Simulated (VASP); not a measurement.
Input of a VASP 6.6.1 run:

Contents of POSCAR:

```
C
1.0
    0.0000000000      1.7801018941      1.7801018941
    1.7801018941      0.0000000000      1.7801018941
    1.7801018941      1.7801018941      0.0000000000
C
2
Direct
    0.0000000000      0.0000000000      0.0000000000
    0.2500000000      0.2500000000      0.2500000000
```

The input INCAR.step1:

```
  PREC = Accurate
  ENCUT = 520
  ISMEAR = 0
  SIGMA = 0.05
  LREAL = F
  LASPH = T
  NELM = 60
  NBANDS = 11
  GGA = PE
  ALGO = Normal
  EDIFF = 1E-4
  LWAVE = T
  LCHARG = F
```

File INCAR.step2:

```
  PREC = Accurate
  ENCUT = 520
  EDIFF = 1E-7
  ISMEAR = 0
  SIGMA = 0.05
  LREAL = F
  LASPH = T
  NELM = 60
  ALGO = Normal
  ISIF = 2
  LWAVE = F
  LCHARG = T
  METAGGA = R2SCAN
  LMIXTAU = T
  LELF = T
  LVHAR = T
  NBANDS = 11
  ISTART = 1
```

Contents of KPOINTS:

```
regular mesh
0
Gamma
  12 12 12
```

Potentials or basis: VASP PAW PBE potentials, release 64 (C).

Run with:

```console
$ cat potpaw_PBE.64/C/POTCAR > POTCAR
$ cp INCAR.step1 INCAR
$ mpirun -np 1 vasp_std > vasp.out
$ cp INCAR.step2 INCAR
$ mpirun -np 1 vasp_std > vasp.out
```

Q: Estimate the band gap on the k mesh.

A: 4.36 eV, indirect (least direct gap 5.85 eV).

Q: Predict the pressure.

A: 1.1 GPa.

Caveat: the PAW data sets were made with another functional, which shifts forces and pressure a little. r2SCAN opens gaps a little over a GGA but as a rule still falls short of measured ones.
